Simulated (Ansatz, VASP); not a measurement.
AlSi23HO48: VASP beside Ansatz

```
CELL_PARAMETERS angstrom
9.83160 0.00000 0.00000
-4.91580 8.51441 0.00000
0.00000 0.00000 10.81820
ATOMIC_POSITIONS crystal
Si 0.26652 0.00591 0.16555
Si 0.00478 0.26684 0.33369
Si 0.23860 0.24052 0.99936
Si 0.26439 0.99147 0.66363
Si 0.98945 0.26476 0.83592
Si 0.22939 0.22235 0.50394
Si 0.27280 0.50397 0.17013
Si 0.00075 0.77147 0.33200
Si 0.23992 0.73941 0.00361
Si 0.00059 0.76136 0.83526
Si 0.23672 0.73276 0.49529
Si 0.77375 0.00131 0.16754
Si 0.49944 0.26899 0.33615
Si 0.72313 0.22764 0.00526
Si 0.76723 0.00036 0.66826
Si 0.49653 0.26214 0.83232
Si 0.73392 0.22943 0.49775
Si 0.76503 0.50095 0.17015
Si 0.50601 0.76944 0.33731
Si 0.73501 0.73423 0.00174
Si 0.76950 0.49465 0.66831
Si 0.50499 0.77157 0.83644
Si 0.73663 0.73539 0.50351
O 0.06693 0.19703 0.44186
O 0.30052 0.36787 0.11078
O 0.14152 0.43319 0.27887
O 0.20552 0.07262 0.05291
O 0.36382 0.29570 0.39566
O 0.43048 0.14329 0.22284
O 0.07744 0.22143 0.94031
O 0.28165 0.33455 0.62262
O 0.11275 0.44361 0.77364
O 0.20255 0.05176 0.54803
O 0.36664 0.30065 0.88864
O 0.42598 0.13074 0.72371
O 0.07443 0.71482 0.44042
O 0.29902 0.87052 0.11220
O 0.13220 0.93679 0.27193
O 0.21228 0.57478 0.06066
O 0.37222 0.80593 0.38784
O 0.43805 0.63850 0.22763
O 0.07254 0.70731 0.94776
O 0.29615 0.85489 0.61259
O 0.13056 0.92382 0.77202
O 0.20468 0.56508 0.54139
O 0.36665 0.80036 0.89165
O 0.44463 0.64195 0.73045
O 0.56946 0.20323 0.44227
O 0.78772 0.36071 0.11280
O 0.63753 0.43543 0.28208
O 0.70137 0.06523 0.06141
O 0.86478 0.29163 0.38871
O 0.93905 0.14303 0.21868
O 0.55932 0.19801 0.94565
O 0.79724 0.35929 0.60871
O 0.63822 0.42471 0.77662
O 0.70416 0.06475 0.55635
O 0.85283 0.29007 0.89356
O 0.93292 0.14111 0.72335
O 0.56903 0.70468 0.45008
O 0.80907 0.87071 0.10716
O 0.64934 0.93075 0.28103
O 0.70235 0.56872 0.06032
O 0.86217 0.79601 0.39030
O 0.93176 0.63800 0.22373
O 0.57149 0.71533 0.95256
O 0.79991 0.86581 0.61359
O 0.64359 0.93946 0.78239
O 0.71609 0.57381 0.56177
O 0.85819 0.78370 0.88639
O 0.93858 0.61837 0.73257
Al 0.27909 0.50268 0.65794
H 0.05558 0.50568 0.75774
```

Alike in both runs: task single point; functional PBE; dispersion D3(BJ); k mesh 1 × 1 × 1; occupations gaussian, width 0.02 eV; no spin polarisation.

|  | VASP | Ansatz |
| --- | --- | --- |
| version | VASP 6.6.1 | Ansatz 0.2.0 |
| potentials or method | VASP PAW PBE potentials, release 64 (Si, O, Al, H) | scalar-relativistic, plane waves, PAW |
| plane-wave cutoff (eV) | 520 | 420 |
| valence electrons in the cell | 384 | 384 |

|  | VASP | Ansatz | Ansatz less VASP |
| --- | --- | --- | --- |
| gap on the k mesh at the Fermi level (eV) | 5.51 | 5.51 | +0.004 |
| least direct gap on the mesh (eV) | 5.51 | 5.51 | +0.004 |
